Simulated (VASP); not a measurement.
# RbBr (P4/mmm) in VASP: further runs

Runs on RbBr. Level: PBEsol. Tasks: single point.

All numbers are computed with VASP 6.6.1; they aren't measurements. Logs are shortened: lines on timing, memory, paths and dates and some standing lists are left out, and cuts for length are marked.

## 1. The cell of the first run

The structure is tetragonal, space group P4/mmm (No. 123). The conventional cell has a = 4.229 Å, b = 4.229 Å, c = 4.126 Å, α = 90.00°, β = 90.00°, γ = 90.00°. Within 4.8 Å of Rb (site symmetry 4/mmm) lie 8 Br at 3.63 Å and 6 Rb at 4.13 to 4.23 Å. Within 4.8 Å of Br (site symmetry 4/mmm) lie 8 Rb at 3.63 Å and 6 Br at 4.13 to 4.23 Å.

## 2. Single point, PBEsol (strain +0.025 along x and y, +0.000 along z)

INCAR reads:

```
ALGO = Normal
EDIFF = 1E-6
ENCUT = 520
GGA = PS
ISIF = 2
ISMEAR = 0
LASPH = True
LCHARG = False
LREAL = False
LWAVE = False
NBANDS = 15
NELM = 60
PREC = Accurate
SIGMA = 0.05
```

KPOINTS reads:

```
k-points
0
Gamma
  6 6 6
```

POSCAR reads:

```
RbBr
1.0
    4.2292292325      0.0000000000      0.0000000000
    0.0000000000      4.2292292325      0.0000000000
    0.0000000000      0.0000000000      4.1260773000
Rb Br
1 1
Direct
    0.0000000000      0.0000000000      0.0000000000
    0.5000000000      0.5000000000      0.5000000000
```

Potentials or basis: VASP PAW PBE potentials, release 64 (Rb_sv, Br).

Run with:

```bash
$ cat potpaw_PBE.64/Rb_sv/POTCAR potpaw_PBE.64/Br/POTCAR > POTCAR
$ mpirun -np 1 vasp_std > vasp.out
```

OUTCAR:

```text
EDIFF = 1E-6
   ENCUT = 520
   GGA = PS
   ISIF = 2
   ISMEAR = 0
   LASPH = True
   LREAL = False
   NELM = 60
   PREC = Accurate

 ion  position               nearest neighbor table
   1  0.000  0.000  0.000-   2 3.63   2 3.63   2 3.63   2 3.63   2 3.63   2 3.63   2 3.63   2 3.63

   2  0.500  0.500  0.500-   1 3.63   1 3.63   1 3.63   1 3.63   1 3.63   1 3.63   1 3.63   1 3.63

  LATTYP: Found a simple tetragonal cell.
 ALAT       =     4.2292292325
 C/A-ratio  =     0.9756097561

  Lattice vectors:

 A1 = (   4.2292292325,   0.0000000000,   0.0000000000)
 A2 = (   0.0000000000,   4.2292292325,   0.0000000000)
 A3 = (   0.0000000000,   0.0000000000,   4.1260773000)

Analysis of symmetry for initial positions (statically):
=====================================================================
 Subroutine PRICEL returns:
 Original cell was already a primitive cell.

 Routine SETGRP: Setting up the symmetry group for a
 simple tetragonal supercell.

 Subroutine GETGRP returns: Found 16 space group operations
 (whereof 16 operations were pure point group operations)
 out of a pool of 16 trial point group operations.

The static configuration has the point symmetry D_4h.

Analysis of symmetry for dynamics (positions and initial velocities):
=====================================================================
 Subroutine PRICEL returns:
 Original cell was already a primitive cell.

 Routine SETGRP: Setting up the symmetry group for a
 simple tetragonal supercell.

 Subroutine GETGRP returns: Found 16 space group operations
 (whereof 16 operations were pure point group operations)
 out of a pool of 16 trial point group operations.

The dynamic configuration has the point symmetry D_4h.

 Subroutine INISYM returns: Found 16 space group operations
 (whereof 16 operations are pure point group operations),
 and found     1 'primitive' translations

----------------------------------------------------------------------------------------

                                     Primitive cell

  volume of cell :      73.8006

  direct lattice vectors                    reciprocal lattice vectors
     4.229229232  0.000000000  0.000000000     0.236449704  0.000000000  0.000000000
     0.000000000  4.229229232  0.000000000     0.000000000  0.236449704  0.000000000
     0.000000000  0.000000000  4.126077300     0.000000000  0.000000000  0.242360947

  length of vectors
     4.229229232  4.229229232  4.126077300     0.236449704  0.236449704  0.242360947

[... 90 lines left out ...]
   PSTRESS=    0.0 pullay stress
   NELECT =      16.0000    total number of electrons
   NUPDOWN=      -1.0000    fix difference up-down
   EMIN   =  10.00;   EMAX   =-10.00  energy-range for DOS
   EFERMI =   0.00;   METHOD = LEGACY
   ISMEAR =     0;   SIGMA  =   0.05  broadening in eV -4-tet -1-fermi 0-gaus
   EFERMI_NEDOS =   21; number of points for ismear=-14 and -15
   IALGO  =     38    algorithm
   IMIX   =      4    mixing-type and parameters
     AMIX     =   0.40;   BMIX     =  1.00
     AMIX_MAG =   1.60;   BMIX_MAG =  1.00
  volume/ion in A,a.u.               =      36.90       249.02
  Fermi-wavevector in a.u.,A,eV,Ry     =   0.983471  1.858491 13.159762  0.967215
  Thomas-Fermi vector in A             =   2.114631
   LORBIT       =      0    0 simple, 1 ext, 2 COOP (PROOUT), +10 PAW based schemes
   GGA     = PS    functional components
   LHFCALC =     F    Hartree Fock is set to
   AEXX    =    0.0000 exact exchange contribution
   IVDW    =     0    specifies the selected vdW correction
   LEPSILON=     F    determine dielectric tensor
   LRPA    =     F    only Hartree local field effects (RPA)
 non-spin polarized calculation
 Gauss-broadening in eV      SIGMA  =   0.05
  energy-cutoff  :      520.00
  volume of cell :       73.80
 maximum number of plane-waves:      2010
 NGX is ok and might be reduce to    32
   NGX = 15   NGY = 15   NGZ = 15

 number of electron      16.0000000 magnetization

 Free energy of the ion-electron system (eV)
  ---------------------------------------------------
  ext. energy  EPLUGINS =         0.00000000
  ---------------------------------------------------
  free energy    TOTEN  =        -6.27464256 eV

  energy without entropy =       -6.27464256  energy(sigma->0) =       -6.27464256

 E-fermi :  -0.6883     XC(G=0):  -7.9037

 val. band max:       -0.9227160586   @ k =   0.5000   0.5000   0.0000
 cond. band min:       2.7563731137   @ k =   0.0000   0.0000   0.0000
 fundamental gap:      3.6790891723
 Fermi energy:        -0.6882791759

 k-point     1 :       0.0000    0.0000    0.0000
  band No.  band energies     occupation
      1     -26.1004      2.00000
      2     -13.5506      2.00000
      3     -10.1050      2.00000
      4     -10.1050      2.00000
      5     -10.0880      2.00000
      6      -1.1860      2.00000
      7      -1.1860      2.00000
      8      -1.0654      2.00000
      9       2.7564      0.00000
     10       4.4796      0.00000
     11       4.5754      0.00000
     12       8.6386      0.00000
     13       8.8457      0.00000
     14       8.8457      0.00000
[... 401 lines left out ...]
      2     -13.4198      2.00000
      3     -10.3193      2.00000
      4     -10.3121      2.00000
      5     -10.0402      2.00000
      6      -2.1500      2.00000
      7      -1.8388      2.00000
      8      -1.0857      2.00000
      9       4.6073      0.00000
     10       5.2121      0.00000
     11       7.0837      0.00000
     12       7.1856      0.00000
     13       7.8278      0.00000
     14       8.8632      0.00000
     15      10.1771      0.00000

 [... further k-points ...]

------------------------ aborting loop because EDIFF is reached ----------------------------------------

  FORCE on cell =-STRESS in cart. coord.  units (eV):
  Direction    XX          YY          ZZ          XY          YZ          ZX
  --------------------------------------------------------------------------------------
  -------------------------------------------------------------------------------------
  Total       -0.6429570     -0.6429570     -0.3271876      0.0000000      0.0000000     -0.0000000
  in kB      -13.9583055    -13.9583055     -7.1030953      0.0000000      0.0000000     -0.0000000
  external PRESSURE =     -11.6732354 kB  Pullay stress =       0.0000000 kB

 VOLUME and BASIS-vectors are now :
 -----------------------------------------------------------------------------
  energy-cutoff  :      520.00
  volume of cell :       73.80
      direct lattice vectors                 reciprocal lattice vectors
     4.229229232  0.000000000  0.000000000     0.236449704  0.000000000  0.000000000
     0.000000000  4.229229232  0.000000000     0.000000000  0.236449704  0.000000000
     0.000000000  0.000000000  4.126077300     0.000000000  0.000000000  0.242360947

 POSITION                                       TOTAL-FORCE (eV/Angst)
 -----------------------------------------------------------------------------------
      0.00000      0.00000      0.00000         0.000000      0.000000      0.000000
      2.11461      2.11461      2.06304         0.000000      0.000000      0.000000
 -----------------------------------------------------------------------------------
    total drift:                                0.000000      0.000000     -0.000000

  FREE ENERGIE OF THE ION-ELECTRON SYSTEM (eV)
  ---------------------------------------------------
  free  energy   TOTEN  =        -6.2746425560 eV

  energy  without entropy=       -6.2746425560  energy(sigma->0) =       -6.27464256
```

It took 34 s on 1 thread of Intel Xeon 8259CL, shared host; peak memory 0.2 GiB.

What came out:

| Quantity | Value |
| --- | --- |
| Free energy | -6.2746 eV |
| Pressure | -1.2 GPa |
| Band gap on the k mesh | 3.68 eV (least direct gap 3.82 eV) |

Stress tensor (GPa, compression positive):
```
-1.40  0.00  0.00
 0.00 -1.40  0.00
 0.00  0.00 -0.71
```

Caveat: the cell differs from its parent crystal (strain +0.025 along x and y, +0.000 along z); the PAW data sets were made with another functional, which shifts forces and pressure a little. A k mesh can miss the band edges.

## 3. Single point, PBEsol (strain +0.050 along x and y, +0.000 along z)

INCAR reads:

```
SYSTEM = RbBr
PREC = Accurate
ENCUT = 520
EDIFF = 1E-6
ISMEAR = 0
SIGMA = 0.05
LREAL = .FALSE.
LASPH = .TRUE.
NELM = 80
ALGO = Normal
ISIF = 2
LWAVE = .FALSE.
LCHARG = .TRUE.
GGA = PS
LELF = .TRUE.
LVHAR = .TRUE.
NBANDS = 15
```

KPOINTS reads:

```
regular mesh
0
G
  6 6 6
  0 0 0
```

POSCAR reads:

```
RbBr
1.0
    4.3323811650      0.0000000000      0.0000000000
    0.0000000000      4.3323811650      0.0000000000
    0.0000000000      0.0000000000      4.1260773000
Rb Br
1 1
Direct
    0.0000000000      0.0000000000      0.0000000000
    0.5000000000      0.5000000000      0.5000000000
```

Potentials or basis: VASP PAW PBE potentials, release 64 (Rb_sv, Br).

Run with:

```bash
$ cat potpaw_PBE.64/Rb_sv/POTCAR potpaw_PBE.64/Br/POTCAR > POTCAR
$ mpirun -np 1 vasp_std > vasp.out
```

It took 39 s on 1 thread of Intel Xeon 8259CL, shared host; peak memory 0.2 GiB.

It converged, with:

```
Free energy            : -6.2353 eV
Pressure               : -1.6 GPa
Band gap on the k mesh : 3.47 eV (least direct gap 3.60 eV)
```

Stress tensor (GPa, compression positive):
```
-2.04  0.00  0.00
 0.00 -2.04  0.00
 0.00  0.00 -0.75
```

Levels at points of the mesh, in eV from the valence-band top:
| k point | band 6 | band 7 | band 8 | band 9 | band 10 | band 11 |
| --- | --- | --- | --- | --- | --- | --- |
| (0.00, 0.00, 0.00) | -0.36 | -0.36 | -0.13 | 3.47 | 5.34 | 5.52 |
| (0.50, 0.00, 0.00) | -1.65 | -0.42 | -0.16 | 6.34 | 6.48 | 6.88 |
| (0.50, 0.50, 0.00) | -1.10 | -1.10 | 0.00 | 4.90 | 6.08 | 7.98 |
| (0.00, 0.00, 0.50) | -1.66 | -0.37 | -0.37 | 6.40 | 6.70 | 7.05 |
| (0.50, 0.00, 0.50) | -1.15 | -1.04 | -0.19 | 5.05 | 5.76 | 7.45 |
| (0.50, 0.50, 0.50) | -1.32 | -1.25 | -1.25 | 7.58 | 7.58 | 7.74 |

Caveat: the cell differs from its parent crystal (strain +0.050 along x and y, +0.000 along z); the PAW data sets were made with another functional, which shifts forces and pressure a little. A k mesh can miss the band edges.

## 4. Single point, PBEsol (strain +0.025 along x and y, +0.050 along z)

INCAR reads:

```
  PREC = Accurate
  ENCUT = 520
  EDIFF = 1E-6
  ISMEAR = 0
  SIGMA = 0.05
  LREAL = F
  LASPH = T
  NELM = 100
  ALGO = Normal
  ISIF = 2
  LWAVE = F
  LCHARG = F
  GGA = PS
  NBANDS = 15
```

KPOINTS reads:

```
regular mesh
0
Gamma
  6 6 6
```

POSCAR reads:

```
RbBr
1.0
    4.2292292325      0.0000000000      0.0000000000
    0.0000000000      4.2292292325      0.0000000000
    0.0000000000      0.0000000000      4.3323811650
Rb Br
1 1
Direct
    0.0000000000      0.0000000000      0.0000000000
    0.5000000000      0.5000000000      0.5000000000
```

Run with:

```bash
$ cat potpaw_PBE.64/Rb_sv/POTCAR potpaw_PBE.64/Br/POTCAR > POTCAR
$ mpirun -np 1 vasp_std > vasp.out
```

It took 36 s on 1 thread of Intel Xeon 8259CL, shared host; peak memory 0.2 GiB.

The run converged. Its results:

| Property | Result |
| --- | --- |
| Free energy | -6.2425 eV |
| Pressure | -1.6 GPa |
| Band gap on the k mesh | 3.58 eV (least direct gap 3.73 eV) |

Stress tensor (GPa, compression positive):
```
-1.41  0.00  0.00
 0.00 -1.41  0.00
 0.00  0.00 -2.04
```

Levels at points of the mesh, in eV from the valence-band top:
| k point | band 6 | band 7 | band 8 | band 9 | band 10 | band 11 |
| --- | --- | --- | --- | --- | --- | --- |
| (0.00, 0.00, 0.00) | -0.25 | -0.15 | -0.15 | 3.58 | 5.50 | 5.57 |
| (0.50, 0.00, 0.00) | -1.55 | -0.29 | -0.17 | 6.47 | 6.72 | 7.06 |
| (0.50, 0.50, 0.00) | -0.99 | -0.99 | -0.09 | 5.16 | 5.87 | 7.63 |
| (0.00, 0.00, 0.50) | -1.55 | -0.19 | -0.19 | 6.46 | 6.69 | 6.89 |
| (0.50, 0.00, 0.50) | -1.01 | -0.97 | 0.00 | 5.08 | 6.02 | 7.81 |
| (0.50, 0.50, 0.50) | -1.18 | -1.18 | -1.15 | 7.69 | 7.76 | 7.76 |

Caveat: the cell differs from its parent crystal (strain +0.025 along x and y, +0.050 along z); the PAW data sets were made with another functional, which shifts forces and pressure a little. A k mesh can miss the band edges.

## 5. Single point, PBEsol (strain +0.050 along x and y, +0.025 along z)

INCAR reads:

```
  PREC = Accurate
  ENCUT = 520
  EDIFF = 1E-6
  ISMEAR = 0
  SIGMA = 0.05
  LREAL = False
  LASPH = True
  NELM = 60
  ALGO = Normal
  ISIF = 2
  LWAVE = False
  LCHARG = True
  GGA = PS
  LELF = True
  LVHAR = True
  NBANDS = 15
```

KPOINTS reads:

```
Automatic mesh
0
Gamma
  6 6 6
```

POSCAR reads:

```
RbBr
1.0
    4.3323811650      0.0000000000      0.0000000000
    0.0000000000      4.3323811650      0.0000000000
    0.0000000000      0.0000000000      4.2292292325
Rb Br
1 1
Direct
    0.0000000000      0.0000000000      0.0000000000
    0.5000000000      0.5000000000      0.5000000000
```

Run with:

```bash
$ cat potpaw_PBE.64/Rb_sv/POTCAR potpaw_PBE.64/Br/POTCAR > POTCAR
$ mpirun -np 1 vasp_std > vasp.out
```

Run time: 36 s. Hardware: 1 thread of Intel Xeon 8259CL, shared host; peak memory 0.2 GiB.

Results (log left out):

- Free energy: -6.2224 eV
- Pressure: -1.8 GPa
- Band gap on the k mesh: 3.49 eV (least direct gap 3.63 eV)

Stress tensor (GPa, compression positive):
```
-2.00  0.00  0.00
 0.00 -2.00  0.00
 0.00  0.00 -1.39
```

Levels at points of the mesh, in eV from the valence-band top:
| k point | band 6 | band 7 | band 8 | band 9 | band 10 | band 11 |
| --- | --- | --- | --- | --- | --- | --- |
| (0.00, 0.00, 0.00) | -0.24 | -0.24 | -0.14 | 3.49 | 5.48 | 5.57 |
| (0.50, 0.00, 0.00) | -1.52 | -0.29 | -0.17 | 6.33 | 6.62 | 6.83 |
| (0.50, 0.50, 0.00) | -0.99 | -0.99 | 0.00 | 5.01 | 6.02 | 7.87 |
| (0.00, 0.00, 0.50) | -1.52 | -0.27 | -0.27 | 6.36 | 6.73 | 6.92 |
| (0.50, 0.00, 0.50) | -1.01 | -0.97 | -0.09 | 5.09 | 5.87 | 7.61 |
| (0.50, 0.50, 0.50) | -1.17 | -1.14 | -1.14 | 7.61 | 7.61 | 7.68 |

Caveat: the cell differs from its parent crystal (strain +0.050 along x and y, +0.025 along z); the PAW data sets were made with another functional, which shifts forces and pressure a little.

## 6. The runs side by side

```csv
cell,gap on the mesh (eV),pressure (GPa)
"a = 4.229, b = 4.229, c = 4.126 Å, 2 atoms",3.68,-1.2
"a = 4.332, b = 4.332, c = 4.126 Å, 2 atoms",3.47,-1.6
"a = 4.229, b = 4.229, c = 4.332 Å, 2 atoms",3.58,-1.6
"a = 4.332, b = 4.332, c = 4.229 Å, 2 atoms",3.49,-1.8
```

Alike in all rows: task single point; level PBEsol; potentials or basis VASP PAW PBE potentials, release 64 (Rb_sv, Br); no spin polarisation; k mesh 6 × 6 × 6; cutoff (eV) 520; smearing gaussian 0.05 eV.

Caveats: the PAW data sets were made with another functional, which shifts forces and pressure a little.

Absolute energies hang on the potentials; compare differences alone.
